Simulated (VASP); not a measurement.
# GaSb (Fm-3m) in VASP: single point with r2SCAN

Aim: the single point of GaSb with r2SCAN.

All numbers are computed with VASP 6.6.1; they aren't measurements. Logs are shortened: lines on timing, memory, paths and dates and some standing lists are left out, and cuts for length are marked.

## 1. The cell of the first run

It takes space group Fm-3m (No. 225, cubic). Conventional cell: a = 5.113 Å, b = 5.113 Å, c = 5.113 Å, α = 90.00°, β = 90.00°, γ = 90.00°. Within 3.4 Å of Ga (site symmetry m-3m) lie 6 Sb at 2.56 Å. Sb (site symmetry m-3m) has 6 Ga at 2.56 Å within 3.4 Å.

## 2. Single point, r2SCAN (N replaced by Sb, lengths x 1.211, strained)

Contents of POSCAR:

```
GaSb
1.0
    0.0000000000      2.5563062627      2.5563062627
    2.5563062627      0.0000000000      2.5563062627
    2.5563062627      2.5563062627      0.0000000000
Ga Sb
1 1
Direct
    0.0000000000      0.0000000000      0.0000000000
    0.5000000000      0.5000000000      0.5000000000
```

Contents of INCAR.step1:

```
SYSTEM = GaSb
  ALGO = Normal
  EDIFF = 1E-4
  ENCUT = 520
  GGA = PE
  ISMEAR = 0
  LASPH = .True.
  LCHARG = .False.
  LREAL = .False.
  LWAVE = .True.
  NBANDS = 16
  NELM = 80
  PREC = Accurate
  SIGMA = 0.1
```

Contents of INCAR.step2:

```
SYSTEM = GaSb
  ALGO = Normal
  EDIFF = 1E-6
  ENCUT = 520
  ISIF = 2
  ISMEAR = 0
  ISTART = 1
  LASPH = .True.
  LCHARG = .False.
  LMIXTAU = .True.
  LREAL = .False.
  LWAVE = .False.
  METAGGA = R2SCAN
  NBANDS = 16
  NELM = 80
  PREC = Accurate
  SIGMA = 0.1
```

Contents of KPOINTS:

```
k-points
0
Gamma
  14 14 14
  0 0 0
```

Potentials or basis: VASP PAW PBE potentials, release 64 (Ga_d, Sb).

On the command line:

```bash
$ cat potpaw_PBE.64/Ga_d/POTCAR potpaw_PBE.64/Sb/POTCAR > POTCAR
$ cp INCAR.step1 INCAR
$ mpirun -np 1 vasp_std > vasp.out
$ cp INCAR.step2 INCAR
$ mpirun -np 1 vasp_std > vasp.out
```

OUTCAR:

```text
SYSTEM = GaSb
   EDIFF = 1E-6
   ENCUT = 520
   ISIF = 2
   ISMEAR = 0
   ISTART = 1
   LASPH = .True.
   LREAL = .False.
   METAGGA = R2SCAN
   NELM = 80
   PREC = Accurate

 ion  position               nearest neighbor table
   1  0.000  0.000  0.000-   2 2.56   2 2.56   2 2.56   2 2.56   2 2.56   2 2.56
   2  0.500  0.500  0.500-   1 2.56   1 2.56   1 2.56   1 2.56   1 2.56   1 2.56

  LATTYP: Found a face centered cubic cell.
 ALAT       =     5.1126125254

  Lattice vectors:

 A1 = (   0.0000000000,   2.5563062627,   2.5563062627)
 A2 = (   2.5563062627,   0.0000000000,   2.5563062627)
 A3 = (   2.5563062627,   2.5563062627,   0.0000000000)

Analysis of symmetry for initial positions (statically):
=====================================================================
 Subroutine PRICEL returns:
 Original cell was already a primitive cell.

 Routine SETGRP: Setting up the symmetry group for a
 face centered cubic supercell.

 Subroutine GETGRP returns: Found 48 space group operations
 (whereof 48 operations were pure point group operations)
 out of a pool of 48 trial point group operations.

The static configuration has the point symmetry O_h .

Analysis of symmetry for dynamics (positions and initial velocities):
=====================================================================
 Subroutine PRICEL returns:
 Original cell was already a primitive cell.

 Routine SETGRP: Setting up the symmetry group for a
 face centered cubic supercell.

 Subroutine GETGRP returns: Found 48 space group operations
 (whereof 48 operations were pure point group operations)
 out of a pool of 48 trial point group operations.

The dynamic configuration has the point symmetry O_h .

 Subroutine INISYM returns: Found 48 space group operations
 (whereof 48 operations are pure point group operations),
 and found     1 'primitive' translations

----------------------------------------------------------------------------------------

                                     Primitive cell

  volume of cell :      33.4094

  direct lattice vectors                    reciprocal lattice vectors
     0.000000000  2.556306263  2.556306263    -0.195594717  0.195594717  0.195594717
     2.556306263  0.000000000  2.556306263     0.195594717 -0.195594717  0.195594717
     2.556306263  2.556306263  0.000000000     0.195594717  0.195594717 -0.195594717

  length of vectors
     3.615162986  3.615162986  3.615162986     0.338779988  0.338779988  0.338779988

  position of ions in fractional coordinates (direct lattice)
     0.000000000  0.000000000  0.000000000
     0.500000000  0.500000000  0.500000000

  ion indices of the primitive-cell ions
   primitive index   ion index
                 1           1
                 2           2

----------------------------------------------------------------------------------------

 KPOINTS: k-points

Automatic generation of k-mesh.
 Grid dimensions read from file:
 generate k-points for:   14   14   14

 Generating k-lattice:

  Cartesian coordinates                     Fractional coordinates (reciprocal lattice)
    -0.013971051  0.013971051  0.013971051     0.071428571  0.000000000  0.000000000
     0.013971051 -0.013971051  0.013971051     0.000000000  0.071428571  0.000000000
     0.013971051  0.013971051 -0.013971051     0.000000000  0.000000000  0.071428571

  Length of vectors
     0.024198571  0.024198571  0.024198571

  Shift w.r.t. Gamma in fractional coordinates (k-lattice)
     0.000000000  0.000000000  0.000000000

 Subroutine IBZKPT returns following result:
 ===========================================

 Found    104 irreducible k-points:

 Following reciprocal coordinates:
            Coordinates               Weight
  0.000000  0.000000  0.000000      1.000000
  0.071429  0.000000  0.000000      8.000000
  0.142857  0.000000  0.000000      8.000000
  0.214286  0.000000  0.000000      8.000000
  0.285714  0.000000  0.000000      8.000000
  0.357143  0.000000  0.000000      8.000000
[... 16 lines left out ...]
  0.214286  0.142857  0.000000     24.000000
  0.285714  0.142857  0.000000     24.000000
 [... further k-points ...]
   k-points           NKPTS =    104   k-points in BZ     NKDIM =    104   number of bands    NBANDS=     16
   number of dos      NEDOS =    301   number of ions     NIONS =      2
   total plane-waves  NPLWV =  21952
   dimension x,y,z NGX =    28 NGY =   28 NGZ =   28
   dimension x,y,z NGXF=    56 NGYF=   56 NGZF=   56
   ions per type =               1   1
   NGX,Y,Z   is equivalent  to a cutoff of  12.88, 12.88, 12.88 a.u.
   NGXF,Y,Z  is equivalent  to a cutoff of  25.75, 25.75, 25.75 a.u.
 SYSTEM =  GaSb
   PREC   = accura    normal or accurate (medium, high low for compatibility)
   ISTART =      1    job   : 0-new  1-cont  2-samecut
   ICHARG =      0    charge: 1-file 2-atom 10-const
   ISPIN  =      1    spin polarized calculation?
   LNONCOLLINEAR =      F non collinear calculations
   LSORBIT =      F    spin-orbit coupling
   LASPH  =      T    aspherical Exc in radial PAW
   ENCUT  =  520.0 eV  38.22 Ry    6.18 a.u.   6.72  6.72  6.72*2*pi/ulx,y,z
   NELM   =     80;   NELMIN=  2; NELMDL=  0     # of ELM steps
   EDIFF  = 0.1E-05   stopping-criterion for ELM
   LREAL  =      F    real-space projection
   EDIFFG = 0.1E-04   stopping-criterion for IOM
   NSW    =      0    number of steps for IOM
   IBRION =     -1    ionic relax: 0-MD 1-quasi-New 2-CG
   NFREE  =      0    steps in history (QN), initial steepest desc. (CG)
   ISIF   =      2    stress and relaxation
   ISYM   =      2    0-nonsym 1-usesym 2-fastsym
   POTIM  = 0.5000    time-step for ionic-motion
   TEBEG  =    0.0;   TEEND  =   0.0 temperature during run
   PSTRESS=    0.0 pullay stress
   NELECT =      18.0000    total number of electrons
   NUPDOWN=      -1.0000    fix difference up-down
   EMIN   =  10.00;   EMAX   =-10.00  energy-range for DOS
   EFERMI =   0.00;   METHOD = LEGACY
   ISMEAR =     0;   SIGMA  =   0.10  broadening in eV -4-tet -1-fermi 0-gaus
   EFERMI_NEDOS =   21; number of points for ismear=-14 and -15
   IALGO  =     38    algorithm
   IMIX   =      4    mixing-type and parameters
     AMIX     =   0.40;   BMIX     =  1.00
     AMIX_MAG =   1.60;   BMIX_MAG =  1.00
  volume/ion in A,a.u.               =      16.70       112.73
  Fermi-wavevector in a.u.,A,eV,Ry     =   1.332118  2.517339 24.144070  1.774539
  Thomas-Fermi vector in A             =   2.461077
   LORBIT       =      0    0 simple, 1 ext, 2 COOP (PROOUT), +10 PAW based schemes
   METAGGA = R2SCAN    functional components
   LHFCALC =     F    Hartree Fock is set to
   AEXX    =    0.0000 exact exchange contribution
   IVDW    =     0    specifies the selected vdW correction
   LEPSILON=     F    determine dielectric tensor
   LRPA    =     F    only Hartree local field effects (RPA)
 non-spin polarized calculation
 Gauss-broadening in eV      SIGMA  =   0.10
  energy-cutoff  :      520.00
  volume of cell :       33.41
 maximum number of plane-waves:       934
   NGX = 13   NGY = 13   NGZ = 13

 number of electron      17.9999994 magnetization

 Free energy of the ion-electron system (eV)
  ---------------------------------------------------
  ext. energy  EPLUGINS =         0.00000000
  ---------------------------------------------------
  free energy    TOTEN  =       -35.46625608 eV

  energy without entropy =      -35.46280875  energy(sigma->0) =      -35.46453242

 E-fermi :  11.3550     XC(G=0): -12.8590

 val. band max:       11.3415735005   @ k =  -0.3571   0.4286   0.0714
 cond. band min:      11.3924727445   @ k =   0.1429   0.0000   0.0000
 fundamental gap:      0.0508992440
 Fermi energy:        11.3550383902

 k-point     1 :       0.0000    0.0000    0.0000
  band No.  band energies     occupation
      1      -4.8077      2.00000
      2      -4.8077      2.00000
      3      -4.7675      2.00000
      4      -4.7675      2.00000
      5      -4.7675      2.00000
      6      -4.5393      2.00000
[... 8 lines left out ...]
     15      19.3866      0.00000
     16      19.3866      0.00000

 k-point     2 :       0.0714    0.0000    0.0000
  band No.  band energies     occupation
      1      -4.8116      2.00000
      2      -4.8116      2.00000
      3      -4.7689      2.00000
      4      -4.7657      2.00000
      5      -4.7657      2.00000
      6      -4.4440      2.00000
[... 8 lines left out ...]
     15      18.7137      0.00000
     16      19.1397      0.00000

 k-point     3 :       0.1429    0.0000    0.0000
  band No.  band energies     occupation
      1      -4.8236      2.00000
      2      -4.8236      2.00000
      3      -4.7743      2.00000
      4      -4.7597      2.00000
      5      -4.7596      2.00000
      6      -4.1567      2.00000
[... 8 lines left out ...]
     15      18.8012      0.00000
     16      18.8012      0.00000

 k-point     4 :       0.2143    0.0000    0.0000
  band No.  band energies     occupation
      1      -4.8419      2.00000
      2      -4.8419      2.00000
      3      -4.7832      2.00000
      4      -4.7499      2.00000
      5      -4.7499      2.00000
      6      -3.6787      2.00000
[... 8 lines left out ...]
     15      19.6542      0.00000
     16      20.0313      0.00000
[... 324 lines left out ...]
 k-point    22 :       0.1429    0.1429    0.0000
  band No.  band energies     occupation
      1      -4.8699      2.00000
      2      -4.8015      2.00000
      3      -4.7759      2.00000
      4      -4.7563      2.00000
      5      -4.7563      2.00000
      6      -4.0126      2.00000
[... 8 lines left out ...]
     15      20.0717      0.00000
     16      20.0718      0.00000

 k-point    23 :       0.2143    0.1429    0.0000
  band No.  band energies     occupation
      1      -4.8995      2.00000
      2      -4.8047      2.00000
      3      -4.7797      2.00000
      4      -4.7517      2.00000
      5      -4.7476      2.00000
      6      -3.6522      2.00000
[... 8 lines left out ...]
     15      20.8959      0.00000
     16      21.1772      0.00000

 k-point    24 :       0.2857    0.1429    0.0000
  band No.  band energies     occupation
      1      -4.9234      2.00000
      2      -4.8183      2.00000
      3      -4.7835      2.00000
      4      -4.7479      2.00000
      5      -4.7353      2.00000
      6      -3.1061      2.00000
[... 8 lines left out ...]
     15      21.9902      0.00000
     16      22.6900      0.00000

 [... further k-points ...]

------------------------ aborting loop because EDIFF is reached ----------------------------------------

  FORCE on cell =-STRESS in cart. coord.  units (eV):
  Direction    XX          YY          ZZ          XY          YZ          ZX
  --------------------------------------------------------------------------------------
  -------------------------------------------------------------------------------------
  Total       10.4258599     10.4258599     10.4258599      0.0000000      0.0000000      0.0000000
  in kB      499.9813677    499.9813677    499.9813677      0.0000000      0.0000000      0.0000000
  external PRESSURE =     499.9813677 kB  Pullay stress =       0.0000000 kB

 VOLUME and BASIS-vectors are now :
 -----------------------------------------------------------------------------
  energy-cutoff  :      520.00
  volume of cell :       33.41
      direct lattice vectors                 reciprocal lattice vectors
     0.000000000  2.556306263  2.556306263    -0.195594717  0.195594717  0.195594717
     2.556306263  0.000000000  2.556306263     0.195594717 -0.195594717  0.195594717
     2.556306263  2.556306263  0.000000000     0.195594717  0.195594717 -0.195594717

 POSITION                                       TOTAL-FORCE (eV/Angst)
 -----------------------------------------------------------------------------------
      0.00000      0.00000      0.00000         0.000000      0.000000      0.000000
      2.55631      2.55631      2.55631         0.000000      0.000000     -0.000000
 -----------------------------------------------------------------------------------
    total drift:                               -0.000000     -0.000000      0.000000

  FREE ENERGIE OF THE ION-ELECTRON SYSTEM (eV)
  ---------------------------------------------------
  free  energy   TOTEN  =       -35.4662560842 eV

  energy  without entropy=      -35.4628087470  energy(sigma->0) =      -35.46453242
```

It took 3.2 min on 1 thread of Intel Xeon 8259CL, shared host; peak memory 0.21 GiB.

Results:

* Free energy: -35.4663 eV
* Pressure: 50.0 GPa
* Band gap on the k mesh: zero (band 9 reaches 12.74 eV, above the bottom of band 10 at 7.84 eV)

Caveat: the cell differs from its parent crystal (N replaced by Sb, lengths x 1.211, strained); the PAW data sets were made with another functional, which shifts forces and pressure a little; spin-orbit coupling is left out, which moves the levels of the heavy elements.
